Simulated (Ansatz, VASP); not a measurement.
LiF: VASP beside Ansatz

```
Li F
1.0
     0.00000    2.01400    2.01400
     2.01400    0.00000    2.01400
     2.01400    2.01400    0.00000
Li F
1 1
Direct
  0.00000 0.00000 0.00000
  0.50000 0.50000 0.50000
```

Alike in both runs: task relaxation of cell and atoms; functional r2SCAN; k mesh 10 × 10 × 10; occupations gaussian, width 0.02 eV; no spin polarisation.

|  | VASP | Ansatz |
| --- | --- | --- |
| version | VASP 6.6.1 | Ansatz 0.2.0 |
| potentials or method | VASP PAW PBE potentials, release 64 (Li_sv, F), cutoff 600 eV | scalar-relativistic, plane waves, PAW |
| valence electrons in the cell | 10 | 10 |

Ansatz gave:

```
gap on the k mesh at the Fermi level, each at its own relaxed structure (eV) : 10.33
relaxed volume (Å³/atom)                                                     : 7.94
relaxed length of the cell vector where the two differ most in proportion (Å)              : 2.821
```

Problem. What did VASP give for the same quantities?

Solution. gap on the k mesh at the Fermi level, each at its own relaxed structure (eV): 10.67; relaxed volume (Å³/atom): 7.84; relaxed length of the cell vector where the two differ most in proportion (Å): 2.810.

VASP's potentials were made for PBE, not for r2SCAN.

Noted on VASP's run: the cutoff is under 1.25 times that of the potentials, so the pressure is a little rough.
